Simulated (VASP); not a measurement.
# Mg2C (Fm-3m) in VASP: a series of runs

The runs below take Mg2C through single point, with PBE0, PBE-based global hybrid.

Program: VASP 6.6.1. These are calculated values, not measurements. Logs are shortened: lines on timing, memory, paths and dates and some standing lists are left out, and cuts for length are marked.

## 1. The cell of the first run

Symmetry: Fm-3m, No. 225, cubic system. Conventional cell: a = 5.422 Å, b = 5.422 Å, c = 5.422 Å, α = 90.00°, β = 90.00°, γ = 90.00°. C (site symmetry m-3m) has 8 Mg at 2.35 Å within 3.1 Å. Within 3.1 Å of Mg (site symmetry -43m) lie 4 C at 2.35 Å and 6 Mg at 2.71 Å.

## 2. Single point, PBE0

POSCAR

```
Mg2C
1.0
    0.0000000000      2.7109426181      2.7109426181
    2.7109426181      0.0000000000      2.7109426181
    2.7109426181      2.7109426181      0.0000000000
C Mg
1 2
Direct
    0.0000000000      0.0000000000      0.0000000000
    0.2500000000      0.2500000000      0.2500000000
    0.7500000000      0.7500000000      0.7500000000
```

INCAR.step1

```
PREC = Accurate
ENCUT = 520
EDIFF = 1E-5
ISMEAR = 0
SIGMA = 0.01
LREAL = False
LASPH = True
NELM = 80
ALGO = Normal
ISIF = 2
LWAVE = True
NBANDS = 11
GGA = PE
```

INCAR.step2

```
PREC = Accurate
ENCUT = 520
EDIFF = 1E-7
ISMEAR = 0
SIGMA = 0.01
LREAL = False
LASPH = True
NELM = 80
ALGO = Normal
ISIF = 2
LWAVE = False
LCHARG = True
GGA = PE
LHFCALC = True
AEXX = 0.25
PRECFOCK = Normal
LELF = True
LVHAR = True
NBANDS = 11
ISTART = 1
```

KPOINTS

```
Automatic mesh
0
Gamma
  4 4 4
```

Potentials or basis: VASP PAW PBE potentials, release 64 (C, Mg).

Command:

```bash
cat potpaw_PBE.64/C/POTCAR potpaw_PBE.64/Mg/POTCAR > POTCAR
cp INCAR.step1 INCAR
mpirun -np 1 vasp_std > vasp.out
cp INCAR.step2 INCAR
mpirun -np 1 vasp_std > vasp.out
```

OUTCAR:

```text
PREC = Accurate
   ENCUT = 520
   EDIFF = 1E-7
   ISMEAR = 0
   LREAL = False
   LASPH = True
   NELM = 80
   ISIF = 2
   GGA = PE
   LHFCALC = True
   AEXX = 0.25
   PRECFOCK = Normal
   ISTART = 1

 ion  position               nearest neighbor table
   1  0.000  0.000  0.000-   3 2.35   3 2.35   3 2.35   2 2.35   3 2.35   2 2.35   2 2.35   2 2.35

   2  0.250  0.250  0.250-   1 2.35   1 2.35   1 2.35   1 2.35   3 2.71   3 2.71   3 2.71   3 2.71
                             3 2.71   3 2.71
   3  0.750  0.750  0.750-   1 2.35   1 2.35   1 2.35   1 2.35   2 2.71   2 2.71   2 2.71   2 2.71
                             2 2.71   2 2.71

  LATTYP: Found a face centered cubic cell.
 ALAT       =     5.4218852362

  Lattice vectors:

 A1 = (   0.0000000000,   2.7109426181,   2.7109426181)
 A2 = (   2.7109426181,   0.0000000000,   2.7109426181)
 A3 = (   2.7109426181,   2.7109426181,   0.0000000000)

Analysis of symmetry for initial positions (statically):
=====================================================================
 Subroutine PRICEL returns:
 Original cell was already a primitive cell.

 Routine SETGRP: Setting up the symmetry group for a
 face centered cubic supercell.

 Subroutine GETGRP returns: Found 48 space group operations
 (whereof 48 operations were pure point group operations)
 out of a pool of 48 trial point group operations.

The static configuration has the point symmetry O_h .

Analysis of symmetry for dynamics (positions and initial velocities):
=====================================================================
 Subroutine PRICEL returns:
 Original cell was already a primitive cell.

 Routine SETGRP: Setting up the symmetry group for a
 face centered cubic supercell.

 Subroutine GETGRP returns: Found 48 space group operations
 (whereof 48 operations were pure point group operations)
 out of a pool of 48 trial point group operations.

The dynamic configuration has the point symmetry O_h .

 Subroutine INISYM returns: Found 48 space group operations
 (whereof 48 operations are pure point group operations),
 and found     1 'primitive' translations

----------------------------------------------------------------------------------------

                                     Primitive cell

  volume of cell :      39.8466

  direct lattice vectors                    reciprocal lattice vectors
     0.000000000  2.710942618  2.710942618    -0.184437692  0.184437692  0.184437692
     2.710942618  0.000000000  2.710942618     0.184437692 -0.184437692  0.184437692
     2.710942618  2.710942618  0.000000000     0.184437692  0.184437692 -0.184437692

  length of vectors
     3.833851817  3.833851817  3.833851817     0.319455454  0.319455454  0.319455454

  position of ions in fractional coordinates (direct lattice)
     0.000000000  0.000000000  0.000000000
     0.250000000  0.250000000  0.250000000
     0.750000000  0.750000000  0.750000000

  ion indices of the primitive-cell ions
   primitive index   ion index
                 1           1
                 2           2
                 3           3

----------------------------------------------------------------------------------------

 KPOINTS: Automatic mesh

Automatic generation of k-mesh.
 Grid dimensions read from file:
 generate k-points for:    4    4    4

 Generating k-lattice:

  Cartesian coordinates                     Fractional coordinates (reciprocal lattice)
    -0.046109423  0.046109423  0.046109423     0.250000000  0.000000000  0.000000000
     0.046109423 -0.046109423  0.046109423     0.000000000  0.250000000  0.000000000
     0.046109423  0.046109423 -0.046109423     0.000000000  0.000000000  0.250000000

  Length of vectors
     0.079863863  0.079863863  0.079863863

  Shift w.r.t. Gamma in fractional coordinates (k-lattice)
     0.000000000  0.000000000  0.000000000

 Subroutine IBZKPT returns following result:
 ===========================================

 Found      8 irreducible k-points:

 Following reciprocal coordinates:
            Coordinates               Weight
  0.000000  0.000000  0.000000      1.000000
  0.250000  0.000000  0.000000      8.000000
  0.500000  0.000000  0.000000      4.000000
  0.250000  0.250000  0.000000      6.000000
  0.500000  0.250000  0.000000     24.000000
 -0.250000  0.250000  0.000000     12.000000
  0.500000  0.500000  0.000000      3.000000
 -0.250000  0.500000  0.250000      6.000000
   k-points           NKPTS =      8   k-points in BZ     NKDIM =     64   number of bands    NBANDS=     11
   number of dos      NEDOS =    301   number of ions     NIONS =      3
   total plane-waves  NPLWV =  27000
   dimension x,y,z NGX =    30 NGY =   30 NGZ =   30
   dimension x,y,z NGXF=    60 NGYF=   60 NGZF=   60
   ions per type =               1   2
   NGX,Y,Z   is equivalent  to a cutoff of  13.01, 13.01, 13.01 a.u.
   NGXF,Y,Z  is equivalent  to a cutoff of  26.02, 26.02, 26.02 a.u.
 SYSTEM =  unknown system
   PREC   = accura    normal or accurate (medium, high low for compatibility)
   ISTART =      1    job   : 0-new  1-cont  2-samecut
   ICHARG =      0    charge: 1-file 2-atom 10-const
   ISPIN  =      1    spin polarized calculation?
   LNONCOLLINEAR =      F non collinear calculations
   LSORBIT =      F    spin-orbit coupling
   LASPH  =      T    aspherical Exc in radial PAW
   ENCUT  =  520.0 eV  38.22 Ry    6.18 a.u.   7.13  7.13  7.13*2*pi/ulx,y,z
   NELM   =     80;   NELMIN=  2; NELMDL=  0     # of ELM steps
   EDIFF  = 0.1E-06   stopping-criterion for ELM
   LREAL  =      F    real-space projection
   EDIFFG = 0.1E-05   stopping-criterion for IOM
   NSW    =      0    number of steps for IOM
   IBRION =     -1    ionic relax: 0-MD 1-quasi-New 2-CG
   NFREE  =      0    steps in history (QN), initial steepest desc. (CG)
   ISIF   =      2    stress and relaxation
   ISYM   =      3    0-nonsym 1-usesym 2-fastsym
   POTIM  = 0.5000    time-step for ionic-motion
   TEBEG  =    0.0;   TEEND  =   0.0 temperature during run
   PSTRESS=    0.0 pullay stress
   NELECT =       8.0000    total number of electrons
   NUPDOWN=      -1.0000    fix difference up-down
   EMIN   =  10.00;   EMAX   =-10.00  energy-range for DOS
   EFERMI =   0.00;   METHOD = LEGACY
   ISMEAR =     0;   SIGMA  =   0.01  broadening in eV -4-tet -1-fermi 0-gaus
   EFERMI_NEDOS =   21; number of points for ismear=-14 and -15
   IALGO  =     38    algorithm
   IMIX   =      1    mixing-type and parameters
     AMIX     =   0.40;   BMIX     =  1.00
     AMIX_MAG =   1.60;   BMIX_MAG =  1.00
  volume/ion in A,a.u.               =      13.28        89.63
  Fermi-wavevector in a.u.,A,eV,Ry     =   0.958608  1.811507 12.502799  0.918930
  Thomas-Fermi vector in A             =   2.087731
   LORBIT       =      0    0 simple, 1 ext, 2 COOP (PROOUT), +10 PAW based schemes
   GGA     = PE    functional components
   LHFCALC =     T    Hartree Fock is set to
   PRECFOCK=normal    Normal, Fast or Accurate (Low or Medium for compatibility)
   ENCUT4O =  -1.0   cutoff for four orbital integrals eV
   NKREDX  =     1    reduce k-point grid by
   NKREDY  =     1    reduce k-point grid by
   NKREDZ  =     1    reduce k-point grid by
   AEXX    =    0.2500 exact exchange contribution
   HFSCREEN=    0.0000 screening length (either q_TF or 0.3 A-1)
   HFSCREENC=   0.0000 screening length for correlation (either q_TF or 0.3 A-1)
   ENCUTFOCK=  -1.0 apply spherical cutoff to Coloumb kernel
   IVDW    =     0    specifies the selected vdW correction
   LEPSILON=     F    determine dielectric tensor
   LRPA    =     F    only Hartree local field effects (RPA)
 non-spin polarized calculation
 Gauss-broadening in eV      SIGMA  =   0.01
  energy-cutoff  :      520.00
  volume of cell :       39.85
 maximum number of plane-waves:      1090
 NGX is ok and might be reduce to    30
  NGX = 24; NGY = 24; NGZ = 24

 number of electron       8.0000000 magnetization

 Free energy of the ion-electron system (eV)
  ---------------------------------------------------
  ext. energy  EPLUGINS =         0.00000000
  ---------------------------------------------------
  free energy    TOTEN  =       -13.49332951 eV

  energy without entropy =      -13.49332951  energy(sigma->0) =      -13.49332951

 E-fermi :   2.9276     XC(G=0):  -7.8305

 val. band max:        2.8742359410   @ k =   0.0000   0.0000   0.0000
 cond. band min:       4.9824599775   @ k =   0.5000   0.5000   0.0000
 fundamental gap:      2.1082240365
 Fermi energy:         2.9276022790

 k-point     1 :       0.0000    0.0000    0.0000
  band No.  band energies     occupation
      1      -9.1376      2.00000
      2       2.8742      2.00000
      3       2.8742      2.00000
      4       2.8742      2.00000
      5       5.9290      0.00000
      6      11.2701      0.00000
      7      11.2701      0.00000
      8      11.2701      0.00000
      9      14.4697      0.00000
     10      14.4697      0.00000
     11      15.5425      0.00000

 k-point     2 :       0.2500    0.0000    0.0000
  band No.  band energies     occupation
      1      -8.4567      2.00000
      2      -0.1852      2.00000
      3       2.6178      2.00000
      4       2.6178      2.00000
      5       7.7354      0.00000
      6      11.0373      0.00000
      7      11.1212      0.00000
      8      11.1212      0.00000
      9      13.6084      0.00000
     10      13.6084      0.00000
     11      14.9237      0.00000

 k-point     3 :       0.5000    0.0000    0.0000
  band No.  band energies     occupation
      1      -7.4593      2.00000
      2      -2.4109      2.00000
      3       2.4004      2.00000
      4       2.4004      2.00000
      5       8.0264      0.00000
      6      10.2030      0.00000
      7      10.2030      0.00000
      8      10.6874      0.00000
      9      16.4129      0.00000
     10      16.5832      0.00000
     11      16.5832      0.00000

 k-point     4 :       0.2500    0.2500    0.0000
  band No.  band energies     occupation
      1      -8.2337      2.00000
      2       0.1680      2.00000
      3       1.8864      2.00000
      4       1.8864      2.00000
      5       7.2751      0.00000
      6       9.7575      0.00000
      7      11.2485      0.00000
      8      12.8708      0.00000
      9      12.8708      0.00000
     10      15.7260      0.00000
     11      17.9365      0.00000

 k-point     5 :       0.5000    0.2500    0.0000
  band No.  band energies     occupation
      1      -7.2413      2.00000
      2      -1.4966      2.00000
      3       0.6022      2.00000
      4       1.6884      2.00000
      5       7.0167      0.00000
      6      10.3648      0.00000
      7      11.8314      0.00000
      8      12.2519      0.00000
      9      14.0795      0.00000
     10      16.7477      0.00000
     11      18.8287      0.00000

 k-point     6 :      -0.2500    0.2500    0.0000
  band No.  band energies     occupation
      1      -7.5808      2.00000
      2      -1.1350      2.00000
      3       0.4678      2.00000
      4       2.3498      2.00000
      5       8.6101      0.00000
      6       9.6777      0.00000
      7      11.4111      0.00000
      8      11.7546      0.00000
      9      13.3458      0.00000
     10      16.0147      0.00000
     11      18.4079      0.00000

 k-point     7 :       0.5000    0.5000    0.0000
  band No.  band energies     occupation
      1      -6.9276      2.00000
      2      -1.6126      2.00000
      3       1.1505      2.00000
      4       1.1505      2.00000
      5       4.9825      0.00000
      6       8.6782      0.00000
      7      14.2337      0.00000
      8      14.4345      0.00000
      9      14.4345      0.00000
     10      18.3670      0.00000
     11      18.8741      0.00000

 k-point     8 :      -0.2500    0.5000    0.2500
  band No.  band energies     occupation
      1      -6.8788      2.00000
      2      -0.5148      2.00000
      3      -0.5148      2.00000
      4       0.2185      2.00000
      5       7.6459      0.00000
      6      10.9268      0.00000
      7      11.8036      0.00000
      8      11.8036      0.00000
      9      15.3787      0.00000
     10      15.3787      0.00000
     11      20.2777      0.00000

------------------------ aborting loop because EDIFF is reached ----------------------------------------

  FORCE on cell =-STRESS in cart. coord.  units (eV):
  Direction    XX          YY          ZZ          XY          YZ          ZX
  --------------------------------------------------------------------------------------
  -------------------------------------------------------------------------------------
  Total       -0.2236715     -0.2236715     -0.2236715      0.0000000      0.0000000     -0.0000000
  in kB       -8.9935304     -8.9935304     -8.9935304      0.0000000      0.0000000     -0.0000000
  external PRESSURE =      -8.9935304 kB  Pullay stress =       0.0000000 kB

 VOLUME and BASIS-vectors are now :
 -----------------------------------------------------------------------------
  energy-cutoff  :      520.00
  volume of cell :       39.85
      direct lattice vectors                 reciprocal lattice vectors
     0.000000000  2.710942618  2.710942618    -0.184437692  0.184437692  0.184437692
     2.710942618  0.000000000  2.710942618     0.184437692 -0.184437692  0.184437692
     2.710942618  2.710942618  0.000000000     0.184437692  0.184437692 -0.184437692

 POSITION                                       TOTAL-FORCE (eV/Angst)
 -----------------------------------------------------------------------------------
      0.00000      0.00000      0.00000         0.000000      0.000000      0.000000
      1.35547      1.35547      1.35547         0.000000      0.000000      0.000000
      4.06641      4.06641      4.06641        -0.000000     -0.000000     -0.000000
 -----------------------------------------------------------------------------------
    total drift:                               -0.000000     -0.000000     -0.000000

  FREE ENERGIE OF THE ION-ELECTRON SYSTEM (eV)
  ---------------------------------------------------
  free  energy   TOTEN  =       -13.4933295076 eV

  energy  without entropy=      -13.4933295076  energy(sigma->0) =      -13.49332951
```

It took 2.9 min on 1 thread of Intel Xeon 6975P-C, shared host; peak memory 0.19 GiB.

What came out:

* Free energy: -13.4933 eV
* Pressure: -0.9 GPa
* Band gap on the k mesh: 2.11 eV, indirect (least direct gap 3.05 eV)

Levels at points of the mesh, in eV from the valence-band top:
```csv
k point,band 1,band 2,band 3,band 4,band 5,band 6,band 7,band 8,band 9
"(0.00, 0.00, 0.00)",-12.01,0.00,0.00,0.00,3.05,8.40,8.40,8.40,11.60
"(0.50, 0.00, 0.00)",-10.33,-5.29,-0.47,-0.47,5.15,7.33,7.33,7.81,13.54
"(0.50, 0.50, 0.00)",-9.80,-4.49,-1.72,-1.72,2.11,5.80,11.36,11.56,11.56
```

Caveat: the k points lie up to 0.50 Å⁻¹ apart; the PAW data sets were made with another functional, which shifts forces and pressure a little. A k mesh can miss the band edges.

## 3. Single point, PBE-based global hybrid

POSCAR is that of step 2.

INCAR.step1

```
SYSTEM = Mg2C
ALGO = Normal
EDIFF = 1E-5
ENCUT = 520
GGA = PE
ISIF = 2
ISMEAR = 0
LASPH = .TRUE.
LCHARG = .FALSE.
LREAL = .FALSE.
LWAVE = .TRUE.
NBANDS = 11
NELM = 80
PREC = Accurate
SIGMA = 0.01
```

INCAR.step2

```
SYSTEM = Mg2C
AEXX = 0.3
ALGO = Normal
EDIFF = 1E-6
ENCUT = 520
GGA = PE
ISIF = 2
ISMEAR = 0
ISTART = 1
LASPH = .TRUE.
LCHARG = .FALSE.
LHFCALC = .TRUE.
LREAL = .FALSE.
LWAVE = .FALSE.
NBANDS = 11
NELM = 80
PREC = Accurate
PRECFOCK = Normal
SIGMA = 0.01
```

KPOINTS

```
k-points
0
G
  4 4 4
  0 0 0
```

Potentials or basis: VASP PAW PBE potentials, release 64 (C, Mg).

Command:

```bash
cat potpaw_PBE.64/C/POTCAR potpaw_PBE.64/Mg/POTCAR > POTCAR
cp INCAR.step1 INCAR
mpirun -np 1 vasp_std > vasp.out
cp INCAR.step2 INCAR
mpirun -np 1 vasp_std > vasp.out
```

Wall time 2.5 min (1 thread of Intel Xeon 6975P-C, shared host); peak memory 0.19 GiB.

It converged, with:

```
Free energy            : -13.9212 eV
Pressure               : -1.4 GPa
Band gap on the k mesh : 2.40 eV, indirect (least direct gap 3.38 eV)
```

Levels at points of the mesh, in eV from the valence-band top:
| k point | band 2 | band 3 | band 4 | band 5 | band 6 | band 7 |
| --- | --- | --- | --- | --- | --- | --- |
| (0.00, 0.00, 0.00) | 0.00 | 0.00 | 0.00 | 3.38 | 8.76 | 8.76 |
| (0.50, 0.00, 0.00) | -5.38 | -0.48 | -0.48 | 5.51 | 7.68 | 7.68 |
| (0.50, 0.50, 0.00) | -4.57 | -1.76 | -1.76 | 2.40 | 6.15 | 11.83 |

Caveat: the k points lie up to 0.50 Å⁻¹ apart; the PAW data sets were made with another functional, which shifts forces and pressure a little. A k mesh can miss the band edges.
